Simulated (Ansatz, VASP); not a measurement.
## Bi in VASP and in Ansatz

INCAR

```
ALGO = Fast
EDIFF = 1E-7
EDIFFG = -0.01
ENCUT = 600
GGA = RE
IBRION = 2
ISIF = 3
ISMEAR = -1
LASPH = T
LCHARG = F
LREAL = F
LWAVE = F
NELM = 60
NSW = 60
PREC = Accurate
SIGMA = 0.05
```

The input KPOINTS:

```
k-points
0
Gamma
  9 9 9
```

Contents of POSCAR:

```
Bi
1.0
   -1.9814305318      1.9814305318      1.9814305318
    1.9814305318     -1.9814305318      1.9814305318
    1.9814305318      1.9814305318     -1.9814305318
Bi
1
Direct
    0.0000000000      0.0000000000      0.0000000000
```

File input.yaml:

```yaml
crystal:
  lattice:
    - [-1.9814305318, 1.9814305318, 1.9814305318]
    - [1.9814305318, -1.9814305318, 1.9814305318]
    - [1.9814305318, 1.9814305318, -1.9814305318]
  atoms:
    - { symbol: Bi, position: [0.0, 0.0, 0.0] }
hamiltonian:
  xc: revpbe
  pseudopotentials: { kind: paw }
kpoints:
  mp_grid: { grid: [9, 9, 9] }
scf:
  occupations: { method: fermi_dirac, width: 0.05 }
output:
  forces: true
  stress: true
  write_density: true
  write_potential: true
  elf: true
  volumetric_format: npy
relax:
  f_tol: 0.01
  max_steps: 40
  cell: { stress_tol: 0.05 }
```

Alike in both runs: task relaxation of cell and atoms; functional revPBE; k mesh 9 × 9 × 9; occupations fermi-dirac, width 0.05 eV; no spin polarisation.

|  | VASP | Ansatz |
| --- | --- | --- |
| version | VASP 6.6.1 | Ansatz 0.2.0 |
| potentials or method | VASP PAW PBE potentials, release 64 (Bi_d) | Ansatz PAW |
| plane-wave cutoff (eV) | 600 | 420 |
| valence electrons in the cell | 15 | 15 |

Ansatz gave:

- gap on the k mesh at the Fermi level, each at its own relaxed structure (eV): none
- relaxed volume (Å³/atom): 32.25
- relaxed cell length with the largest relative difference (Å): 3.473

**Question.** What did VASP give for the same quantities?

**Answer.** gap on the k mesh at the Fermi level, each at its own relaxed structure (eV): none; relaxed volume (Å³/atom): 32.22; relaxed cell length with the largest relative difference (Å): 3.472.

VASP's potentials were made for PBE, not for revPBE. A gap of «none» marks a metal or a gap that the smearing closes.

Neither program's run includes spin-orbit coupling. Noted on Ansatz's run: the plane-wave basis is chosen anew once the cell has moved, so the energies of steps on either side of that aren't comparable.
